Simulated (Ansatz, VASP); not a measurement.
**Pd in VASP and in Ansatz**

```
CELL_PARAMETERS angstrom
2.75050 0.00000 0.00000
-1.37525 2.38200 0.00000
0.00000 0.00000 8.98313
ATOMIC_POSITIONS crystal
Pd 0.00000 0.00000 0.00000
Pd 0.00000 0.00000 0.50000
Pd 0.33333 0.66667 0.25000
Pd 0.66667 0.33333 0.75000
```

Alike in both runs: task relaxation of cell and atoms; functional revPBE; k mesh 13 × 13 × 4; occupations fermi-dirac, width 0.1 eV; no spin polarisation.

```csv
,VASP,Ansatz
version,VASP 6.6.1,Ansatz 0.2.0
potentials or method,"VASP PAW PBE potentials, release 64 (Pd), cutoff 600 eV","plane waves (420 eV) with PAW, scalar-relativistic"
valence electrons in the cell,40,72
```

Ansatz gave:

- relaxed volume (Å³/atom): 15.71
- relaxed cell length with the largest relative difference (Å): 9.236

Problem. Estimate VASP's values.

Solution. Relaxed volume (Å³/atom): 15.67; relaxed cell length with the largest relative difference (Å): 9.228.

VASP's potentials were made for PBE, not for revPBE. VASP's potentials hold 40 valence electrons a cell and Ansatz's 72, so a difference there can come from the potentials and not from the codes.

Noted on VASP's run: too few bands were computed for a metal, which touches its energy and stress.
